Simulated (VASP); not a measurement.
# ZrSi2 (Cmcm) in VASP: relaxation of cell and atoms with PBE

Aim: the relaxation of cell and atoms of ZrSi2 with PBE.

All numbers are computed with VASP 6.6.1; they aren't measurements. Logs are shortened: lines on timing, memory, paths and dates and some standing lists are left out, and cuts for length are marked.

### 1 The cell of the first run

Symmetry: Cmcm, No. 63, orthorhombic system. Conventional cell: a = 3.706 Å, b = 14.735 Å, c = 3.672 Å, α = 90.00°, β = 90.00°, γ = 90.00°. Zr (site symmetry m2m) has 10 Si at 2.72 to 2.97 Å and 6 Zr at 3.61 to 3.71 Å within 3.8 Å. Within 3.2 Å of Si (site symmetry m2m) lie 2 Si at 2.40 Å and 6 Zr at 2.72 to 2.97 Å. Within 3.5 Å of Si (site symmetry m2m) lie 8 Si at 2.61 to 3.45 Å and 4 Zr at 2.81 to 2.83 Å.

### 2 Relaxation of cell and atoms, PBE

INCAR

```
  PREC = Accurate
  ENCUT = 500
  EDIFF = 1E-7
  ISMEAR = 0
  SIGMA = 0.1
  LREAL = False
  LASPH = True
  NELM = 120
  ALGO = Normal
  ISIF = 3
  LWAVE = False
  LCHARG = False
  GGA = PE
  IBRION = 2
  NSW = 100
  EDIFFG = -0.002
  GGA_COMPAT = False
  NELMIN = 4
```

KPOINTS

```
Automatic mesh
0
Gamma
  10 10 10
```

POSCAR

```
ZrSi2
1.0
    1.8530000000     -7.3675000000      0.0000000000
    1.8530000000      7.3675000000      0.0000000000
    0.0000000000      0.0000000000      3.6720000000
Zr Si
2 4
Direct
    0.8946000000      0.1054000000      0.2500000000
    0.1054000000      0.8946000000      0.7500000000
    0.5522000000      0.4478000000      0.2500000000
    0.4478000000      0.5522000000      0.7500000000
    0.2496000000      0.7504000000      0.2500000000
    0.7504000000      0.2496000000      0.7500000000
```

Potentials or basis: VASP PAW PBE potentials, release 64 (Zr_sv, Si).

Launch:

```console
> cat potpaw_PBE.64/Zr_sv/POTCAR potpaw_PBE.64/Si/POTCAR > POTCAR
> mpirun -np 1 vasp_std > vasp.out
```

OUTCAR:

```text
PREC = Accurate
   ENCUT = 500
   EDIFF = 1E-7
   ISMEAR = 0
   LREAL = False
   LASPH = True
   NELM = 120
   ISIF = 3
   GGA = PE
   IBRION = 2
   NSW = 100
   EDIFFG = -0.002
   NELMIN = 4

 ion  position               nearest neighbor table
   1  0.895  0.105  0.250-   4 2.72   4 2.72   4 2.72   4 2.72   6 2.81   6 2.81   5 2.83   5 2.83
                             3 2.97   3 2.97   2 3.61   2 3.61
   2  0.105  0.895  0.750-   3 2.72   3 2.72   3 2.72   3 2.72   5 2.81   5 2.81   6 2.83   6 2.83
                             4 2.97   4 2.97   1 3.61   1 3.61
   3  0.552  0.448  0.250-   4 2.40   4 2.40   2 2.72   2 2.72   2 2.72   2 2.72   1 2.97   1 2.97

   4  0.448  0.552  0.750-   3 2.40   3 2.40   1 2.72   1 2.72   1 2.72   1 2.72   2 2.97   2 2.97

   5  0.250  0.750  0.250-   6 2.61   6 2.61   6 2.61   6 2.61   2 2.81   2 2.81   1 2.83   1 2.83

   6  0.750  0.250  0.750-   5 2.61   5 2.61   5 2.61   5 2.61   1 2.81   1 2.81   2 2.83   2 2.83

  LATTYP: Found a base centered orthorhombic cell.
 ALAT       =     3.7060000000
 B/A-ratio  =     3.9759848894
 C/A-ratio  =     0.9908256881

  Lattice vectors:

 A1 = (   1.8530000000,  -7.3675000000,   0.0000000000)
 A2 = (   1.8530000000,   7.3675000000,   0.0000000000)
 A3 = (   0.0000000000,   0.0000000000,   3.6720000000)

Analysis of symmetry for initial positions (statically):
=====================================================================
 Subroutine PRICEL returns:
 Original cell was already a primitive cell.

 Routine SETGRP: Setting up the symmetry group for a
 base centered orthorhombic supercell.

 Subroutine GETGRP returns: Found  8 space group operations
 (whereof  4 operations were pure point group operations)
 out of a pool of  8 trial point group operations.

The static configuration has the point symmetry C_2h.
 The point group associated with its full space group is D_2h.

Analysis of symmetry for dynamics (positions and initial velocities):
=====================================================================
 Subroutine PRICEL returns:
 Original cell was already a primitive cell.

 Routine SETGRP: Setting up the symmetry group for a
 base centered orthorhombic supercell.

 Subroutine GETGRP returns: Found  8 space group operations
 (whereof  4 operations were pure point group operations)
 out of a pool of  8 trial point group operations.

The dynamic configuration has the point symmetry C_2h.
 The point group associated with its full space group is D_2h.

 Subroutine INISYM returns: Found  8 space group operations
 (whereof  4 operations are pure point group operations),
 and found     1 'primitive' translations

----------------------------------------------------------------------------------------

                                     Primitive cell

  volume of cell :     100.2601

  direct lattice vectors                    reciprocal lattice vectors
     1.853000000 -7.367500000  0.000000000     0.269832704 -0.067865626  0.000000000
     1.853000000  7.367500000  0.000000000     0.269832704  0.067865626  0.000000000
     0.000000000  0.000000000  3.672000000     0.000000000  0.000000000  0.272331155

  length of vectors
     7.596951050  7.596951050  3.672000000     0.278236287  0.278236287  0.272331155

  position of ions in fractional coordinates (direct lattice)
     0.894600000  0.105400000  0.250000000
     0.105400000  0.894600000  0.750000000
     0.552200000  0.447800000  0.250000000
     0.447800000  0.552200000  0.750000000
     0.249600000  0.750400000  0.250000000
     0.750400000  0.249600000  0.750000000

  ion indices of the primitive-cell ions
   primitive index   ion index
                 1           1
                 2           2
                 3           3
                 4           4
                 5           5
                 6           6

----------------------------------------------------------------------------------------

 KPOINTS: Automatic mesh

Automatic generation of k-mesh.
 Grid dimensions read from file:
 generate k-points for:   10   10   10

 Generating k-lattice:

  Cartesian coordinates                     Fractional coordinates (reciprocal lattice)
     0.026983270 -0.006786563  0.000000000     0.100000000  0.000000000  0.000000000
     0.026983270  0.006786563  0.000000000     0.000000000  0.100000000  0.000000000
     0.000000000  0.000000000  0.027233115     0.000000000  0.000000000  0.100000000

  Length of vectors
     0.027823629  0.027823629  0.027233115

  Shift w.r.t. Gamma in fractional coordinates (k-lattice)
     0.000000000  0.000000000  0.000000000

 Subroutine IBZKPT returns following result:
 ===========================================

 Found    186 irreducible k-points:

 Following reciprocal coordinates:
            Coordinates               Weight
  0.000000  0.000000  0.000000      1.000000
  0.100000  0.000000  0.000000      4.000000
  0.200000  0.000000  0.000000      4.000000
  0.300000  0.000000  0.000000      4.000000
  0.400000  0.000000  0.000000      4.000000
  0.500000  0.000000  0.000000      2.000000
[... 16 lines left out ...]
  0.300000  0.300000  0.000000      2.000000
  0.400000  0.300000  0.000000      4.000000
 [... further k-points ...]
   k-points           NKPTS =    186   k-points in BZ     NKDIM =    186   number of bands    NBANDS=     24
   number of dos      NEDOS =    301   number of ions     NIONS =      6
   total plane-waves  NPLWV =  87808
   dimension x,y,z NGX =    56 NGY =   56 NGZ =   28
   dimension x,y,z NGXF=   112 NGYF=  112 NGZF=   56
   ions per type =               2   4
   NGX,Y,Z   is equivalent  to a cutoff of  12.25, 12.25, 12.68 a.u.
   NGXF,Y,Z  is equivalent  to a cutoff of  24.51, 24.51, 25.35 a.u.
 SYSTEM =  unknown system
   PREC   = accura    normal or accurate (medium, high low for compatibility)
   ISTART =      0    job   : 0-new  1-cont  2-samecut
   ICHARG =      2    charge: 1-file 2-atom 10-const
   ISPIN  =      1    spin polarized calculation?
   LNONCOLLINEAR =      F non collinear calculations
   LSORBIT =      F    spin-orbit coupling
   LASPH  =      T    aspherical Exc in radial PAW
   ENCUT  =  500.0 eV  36.75 Ry    6.06 a.u.  13.85 13.85  6.69*2*pi/ulx,y,z
   NELM   =    120;   NELMIN=  4; NELMDL= -5     # of ELM steps
   EDIFF  = 0.1E-06   stopping-criterion for ELM
   LREAL  =      F    real-space projection
   EDIFFG = -.2E-02   stopping-criterion for IOM
   NSW    =    100    number of steps for IOM
   IBRION =      2    ionic relax: 0-MD 1-quasi-New 2-CG
   NFREE  =      1    steps in history (QN), initial steepest desc. (CG)
   ISIF   =      3    stress and relaxation
   ISYM   =      2    0-nonsym 1-usesym 2-fastsym
   POTIM  = 0.5000    time-step for ionic-motion
   TEBEG  =    0.0;   TEEND  =   0.0 temperature during run
   PSTRESS=    0.0 pullay stress
   NELECT =      40.0000    total number of electrons
   NUPDOWN=      -1.0000    fix difference up-down
   EMIN   =  10.00;   EMAX   =-10.00  energy-range for DOS
   EFERMI =   0.00;   METHOD = LEGACY
   ISMEAR =     0;   SIGMA  =   0.10  broadening in eV -4-tet -1-fermi 0-gaus
   EFERMI_NEDOS =   21; number of points for ismear=-14 and -15
   IALGO  =     38    algorithm
   IMIX   =      4    mixing-type and parameters
     AMIX     =   0.40;   BMIX     =  1.00
     AMIX_MAG =   1.60;   BMIX_MAG =  1.00
  volume/ion in A,a.u.               =      16.71       112.76
  Fermi-wavevector in a.u.,A,eV,Ry     =   1.205180  2.277461 19.761917  1.452460
  Thomas-Fermi vector in A             =   2.340884
   LORBIT       =      0    0 simple, 1 ext, 2 COOP (PROOUT), +10 PAW based schemes
   GGA     = PE    functional components
   LHFCALC =     F    Hartree Fock is set to
   AEXX    =    0.0000 exact exchange contribution
   IVDW    =     0    specifies the selected vdW correction
   LEPSILON=     F    determine dielectric tensor
   LRPA    =     F    only Hartree local field effects (RPA)
 conjugate gradient relaxation of ions
 non-spin polarized calculation
 Gauss-broadening in eV      SIGMA  =   0.10
  energy-cutoff  :      500.00
  volume of cell :      100.26
 maximum number of plane-waves:      2570
   NGX = 27   NGY = 27   NGZ = 13

--------------------------------------- Ionic step        1  -------------------------------------------

 number of electron      40.0000000 magnetization

 Free energy of the ion-electron system (eV)
  ---------------------------------------------------
  ext. energy  EPLUGINS =         0.00000000
  ---------------------------------------------------
  free energy    TOTEN  =       -42.71454208 eV

  energy without entropy =      -42.70795520  energy(sigma->0) =      -42.71124864

 E-fermi :  10.0499     XC(G=0): -11.2733

 val. band max:       10.0483886106   @ k =   0.5000   0.4000   0.1000
 cond. band min:      10.0663307223   @ k =  -0.4000   0.2000   0.1000
 fundamental gap:      0.0179421118
 Fermi energy:        10.0499435175

 k-point     1 :       0.0000    0.0000    0.0000
  band No.  band energies     occupation
      1     -38.7304      2.00000
      2     -38.7180      2.00000
      3     -16.9660      2.00000
      4     -16.8250      2.00000
      5     -16.8026      2.00000
      6     -16.7999      2.00000
[... 752 lines left out ...]
  FREE ENERGIE OF THE ION-ELECTRON SYSTEM (eV)
  ---------------------------------------------------
  free  energy   TOTEN  =       -42.7187227946 eV

  energy  without entropy=      -42.7119566402  energy(sigma->0) =      -42.71533972

[... ionic steps 4 to 9 ...]

--------------------------------------- Ionic step       10  -------------------------------------------

 number of electron      40.0000000 magnetization

------------------------ aborting loop because EDIFF is reached ----------------------------------------

  FORCE on cell =-STRESS in cart. coord.  units (eV):
  Direction    XX          YY          ZZ          XY          YZ          ZX
  --------------------------------------------------------------------------------------
  -------------------------------------------------------------------------------------
  Total        0.0117702      0.0051135      0.0230352      0.0000000      0.0000000      0.0000000
  in kB        0.1870571      0.0812655      0.3660839      0.0000000      0.0000000      0.0000000
  external PRESSURE =       0.2114688 kB  Pullay stress =       0.0000000 kB
[... 65 lines left out ...]
  energy  without entropy=      -42.7129559122  energy(sigma->0) =      -42.71639273

--------------------------------------- Ionic step       12  -------------------------------------------

 number of electron      40.0000000 magnetization

 Free energy of the ion-electron system (eV)
  ---------------------------------------------------
  ext. energy  EPLUGINS =         0.00000000
  ---------------------------------------------------
  free energy    TOTEN  =       -42.71983053 eV

  energy without entropy =      -42.71295217  energy(sigma->0) =      -42.71639135

 E-fermi :   9.9844     XC(G=0): -11.2496

 val. band max:        9.9830368390   @ k =   0.5000   0.4000   0.1000
 cond. band min:       9.9968081388   @ k =   0.5000   0.2000   0.1000
 fundamental gap:      0.0137712998
 Fermi energy:         9.9843673335

 k-point     1 :       0.0000    0.0000    0.0000
  band No.  band energies     occupation
      1     -38.8145      2.00000
      2     -38.8026      2.00000
      3     -17.0431      2.00000
      4     -16.9036      2.00000
      5     -16.8833      2.00000
      6     -16.8822      2.00000
[... 672 lines left out ...]
  FREE ENERGIE OF THE ION-ELECTRON SYSTEM (eV)
  ---------------------------------------------------
  free  energy   TOTEN  =       -42.7198305328 eV

  energy  without entropy=      -42.7129521721  energy(sigma->0) =      -42.71639135

 reached required accuracy - stopping structural energy minimisation
```

Run time: 50 min. Hardware: 1 thread of Intel Xeon Platinum 8488C (Sapphire Rapids), shared host; peak memory 0.58 GiB.

Results:

```
Free energy                           : -42.7198 eV
Relaxed volume                        : 16.81 Å³/atom
Relaxed cell                          : a = 7.626 Å, b = 7.626 Å, c = 3.679 Å, α = 90.00°, β = 90.00°, γ = 151.89°
Space group after relaxing (to 0.1 Å) : Cmcm (No. 63)
Energy gained by relaxing             : 0.9 meV/atom
Ionic steps                           : 12
Pressure after relaxing               : 0.0 GPa
Band gap on the k mesh                : zero (bands 20 and 21 overlap by 0.94 eV)
```

Step by step:
| step | energy change (eV) | largest force (eV/Å) | pressure (GPa) | volume (Å³) |
| --- | --- | --- | --- | --- |
| 1 | 0.0000 | 0.1723 | 0.82 | 100.26 |
| 2 | -0.0030 | 0.0457 | -0.86 | 101.51 |
| 3 | -0.0042 | 0.0667 | -0.28 | 101.07 |
| 4 | -0.0050 | 0.0296 | 0.03 | 100.82 |
| 5 | -0.0050 | 0.0284 | 0.04 | 100.81 |
| 6 | -0.0052 | 0.0163 | 0.01 | 100.83 |
| 7 | -0.0053 | 0.0161 | -0.02 | 100.85 |
| 8 | -0.0053 | 0.0140 | -0.02 | 100.85 |
| 9 | -0.0053 | 0.0061 | 0.02 | 100.82 |
| 10 | -0.0053 | 0.0046 | 0.02 | 100.81 |
| 11 | -0.0053 | 0.0010 | -0.02 | 100.84 |
| 12 | -0.0053 | 0.0012 | 0.00 | 100.83 |

Final structure:
```xyz
6
Lattice="1.8523 -7.3978 0.0000 1.8523 7.3978 0.0000 0.0000 0.0000 3.6792" Properties=species:S:1:pos:R:3 pbc="T T T"
Zr    1.8523   -5.8387    0.9198
Zr    1.8523    5.8387    2.7594
Si    1.8523   -0.7842    0.9198
Si    1.8523    0.7842    2.7594
Si    1.8523    3.6946    0.9198
Si    1.8523   -3.6946    2.7594
```

Levels at points of the mesh, in eV from the Fermi level:
```csv
k point,band 17,band 18,band 19,band 20,band 21,band 22,band 23,band 24
"(0.00, 0.00, 0.00)",-2.40,-2.36,-2.31,-0.09,1.11,1.39,1.40,1.59
"(0.50, 0.00, 0.00)",-1.83,-1.48,-0.86,-0.44,-0.44,0.89,0.91,2.07
"(0.50, 0.50, 0.00)",-2.63,-1.89,-1.48,0.30,1.03,1.13,1.49,1.71
"(0.00, 0.00, 0.50)",-1.89,-1.89,-0.07,-0.07,0.08,0.08,1.56,1.56
"(0.50, 0.00, 0.50)",-3.25,-3.25,-2.13,-2.13,2.12,2.12,3.08,3.08
"(0.50, 0.50, 0.50)",-2.18,-2.18,-0.89,-0.89,0.04,0.04,2.27,2.27
```

PBE usually gives volumes a little too large and moduli too small. Zero-point motion and thermal expansion aren't in these numbers.
